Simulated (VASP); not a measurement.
Input of a VASP 6.6.1 run:

The input INCAR:

```
PREC = Accurate ; ENCUT = 500
EDIFF = 1E-6 ; ISMEAR = 0
SIGMA = 0.1 ; LREAL = F
LASPH = T ; NELM = 200
ALGO = Normal ; ISIF = 2
LWAVE = F ; LCHARG = T
GGA = PE ; LELF = T
LVHAR = T ; NBANDS = 24
GGA_COMPAT = F ; LMAXMIX = 6
```

The input KPOINTS:

```
regular mesh
0
Gamma
  6 6 2
```

File POSCAR:

```
Er3Se
1.0
    3.5643650912      0.0000000000      0.0000000000
    0.0000000000      3.5643650912      0.0000000000
    0.0000000000      0.0000000000      8.3263305170
Er Se
3 1
Direct
    0.5000000000      0.5000000000      0.7889656635
    0.0000000000      0.0000000000      0.5000000000
    0.5000000000      0.5000000000      0.2110343365
    0.0000000000      0.0000000000      0.0000000000
```

Potentials or basis: VASP PAW PBE potentials, release 64 (Er_3, Se), 4f in core.

Launch:

```console
$ cat potpaw_PBE.64/Er_3/POTCAR potpaw_PBE.64/Se/POTCAR > POTCAR
$ mpirun -np 1 vasp_std > vasp.out
```

Q: Predict the largest force.

A: 0.013 eV/Å.

Q: Predict the pressure.

A: 0.8 GPa.

Q: Estimate the band gap on the k mesh.

A: Zero (an odd number of electrons rules out a gap without spin polarisation).

Forces on the atoms (eV/Å):
```
Er   0.000  0.000  0.013
Er   0.000  0.000  0.000
Er   0.000  0.000 -0.013
Se   0.000  0.000  0.000
```

Caveat: the k points lie up to 0.38 Å⁻¹ apart, too coarse for converged energies and pressures of a metal; spin-orbit coupling is left out, which moves the levels of the heavy elements; the 4f electrons are frozen in the core, so they carry no moment and show no levels; the run has no spin polarisation, though such a crystal can be magnetic. With open d or f shells a metallic result of PBE can be an artefact of self-interaction; +U or a hybrid may open a gap.
